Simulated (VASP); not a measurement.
**BaTiO3: single point with PBEsol+U**

The system is BaTiO3.

```
Ba Ti O
1.0
     2.81541    1.62548    2.29968
    -2.81541    1.62548    2.29968
     0.00000   -3.25095    2.29968
Ba Ti O
1 1 3
Direct
  0.00168 0.00168 0.00168
  0.49809 0.49809 0.49809
  0.50577 0.00789 0.50577
  0.00789 0.50577 0.50577
  0.50577 0.50577 0.00789
```

| Quantity | Value |
| --- | --- |
| Program | VASP 6.6.1 |
| Task | single point |
| Functional | PBEsol |
| Potentials or basis | VASP PAW PBE potentials, release 64 (Ba_sv, Ti_sv, O_h) |
| Cutoff | 1340 eV |
| k mesh | 7 × 7 × 7 |
| Occupations | fermi-dirac, width 0.05 eV |
| Spin | no spin polarisation |
| Hubbard terms | Ti d U = 4.0 eV |
| Dipole correction | no |
| Further INCAR settings | ALGO = Normal; EDIFF = 1e-06; NBANDS = 28 |

```yaml
Pressure: 3.8 GPa
Largest_force: 0.213 eV/Å
Band_gap_on_the_k_mesh: 2.33 eV (least direct gap 2.46 eV)
```

Forces on the atoms (eV/Å):
```
Ba   0.000  0.000  0.017
Ti   0.000  0.000  0.213
O    0.087 -0.050 -0.076
O   -0.087 -0.050 -0.076
O    0.000  0.101 -0.076
```

Levels at points of the mesh, in eV from the valence-band top:
| k point | band 16 | band 17 | band 18 | band 19 | band 20 | band 21 | band 22 | band 23 | band 24 | band 25 |
| --- | --- | --- | --- | --- | --- | --- | --- | --- | --- | --- |
| (0.00, 0.00, 0.00) | -1.11 | -1.08 | -0.14 | -0.13 | -0.13 | 2.33 | 2.33 | 2.34 | 4.20 | 4.20 |

Eigenvalues of the final occupation matrices:
```csv
site,spin,trace,eigenvalues
site 2 d,1,0.80,0.11 0.11 0.11 0.24 0.24
site 2 d,2,0.80,0.11 0.11 0.11 0.24 0.24
```

Run time: 3.5 min on 1 thread of Intel(R) Xeon(R) Platinum 8488C (Sapphire Rapids) (shared host), peak memory 0.55 GiB.

Caveat: the cell stands under pressure; the PAW data sets were made with another functional, which shifts forces and pressure a little; spin-orbit coupling is left out, which moves the levels of the heavy elements. A k mesh can miss the band edges.
